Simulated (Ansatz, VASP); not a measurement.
Be5ZnSe6: VASP beside Ansatz

```xyz
12
Lattice="6.4350 0.0000 0.0000 -3.2175 5.5729 0.0000 0.0000 0.0000 6.1184" Properties=species:S:1:pos:R:3 pbc="T T T"
Be    4.2473    0.0000    0.0332
Be    1.0939    1.8946    0.0332
Be   -2.1237    3.6783    0.0332
Be    3.2175    1.8576    3.0874
Be    0.0000    3.7153    3.0874
Zn    0.0000    0.0000    3.1059
Se    4.1301    0.0000    2.2818
Se    1.1525    1.9961    2.2818
Se   -2.0651    3.5768    2.2818
Se    0.0000    0.0000    5.5562
Se    3.2175    1.8576    5.3534
Se    0.0000    3.7153    5.3534
```

Alike in both runs: task single point; functional PBEsol; k mesh 6 × 6 × 4; occupations gaussian, width 0.02 eV; no spin polarisation.

```csv
,VASP,Ansatz
version,VASP 6.6.1,Ansatz 0.2.0
potentials or method,"VASP PAW PBE potentials, release 64 (Be, Zn, Se), cutoff 520 eV","scalar-relativistic, plane waves, PAW"
valence electrons in the cell,58,118
```

```csv
,VASP,Ansatz,Ansatz less VASP
gap on the k mesh at the Fermi level (eV),2.87,2.88,+0.010
least direct gap on the mesh (eV),3.16,3.16,-0.001
pressure (GPa),-2.1,-2.4,-0.26
rms of the force components (eV/Å),0.034,0.036,+0.0018
```

VASP's potentials were made for PBE, not for PBEsol. Atom by atom the forces differ by 0.003 eV/Å (rms over components). VASP's potentials hold 58 valence electrons a cell and Ansatz's 118, so a difference there can come from the potentials and not from the codes.
